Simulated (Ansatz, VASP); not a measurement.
# NiO: VASP beside Ansatz

```
Ni O
1.0
     0.00000    2.05288    2.05288
     2.05288    0.00000    2.05288
     2.05288    2.05288    0.00000
Ni O
1 1
Direct
  0.00000 0.00000 0.00000
  0.50000 0.50000 0.50000
```

Alike in both runs: task relaxation of cell and atoms; functional PBEsol; k mesh 18 × 18 × 18; occupations gaussian, width 0.1 eV; collinear spin.

|  | VASP | Ansatz |
| --- | --- | --- |
| version | VASP 6.6.1 | Ansatz 0.2.0 |
| potentials or method | VASP PAW PBE potentials, release 64 (Ni, O), cutoff 600 eV | scalar-relativistic, plane waves, PAW |
| valence electrons in the cell | 16 | 24 |

```csv
,VASP,Ansatz,Ansatz less VASP
"gap on the k mesh at the Fermi level, each at its own relaxed structure (eV)",none,none,-
net moment per atom (μB),0.43,0.63,+0.200
size of the moment on the site where the two differ most (μB),0.73,1.04,+0.302
relaxed volume (Å³/atom),8.63,8.72,+0.086
relaxed length of the cell vector where the two differ most in proportion (Å),2.901,2.911,+0.0096
```

The net moments are unlike, so the other rows may belong to different states. VASP's potentials were made for PBE, not for PBEsol. Site moments also hang on the region over which each program counts them. A gap of «none» marks a metal or a gap that the smearing closes. VASP's potentials hold 16 valence electrons a cell and Ansatz's 24, so a difference there can come from the potentials and not from the codes.
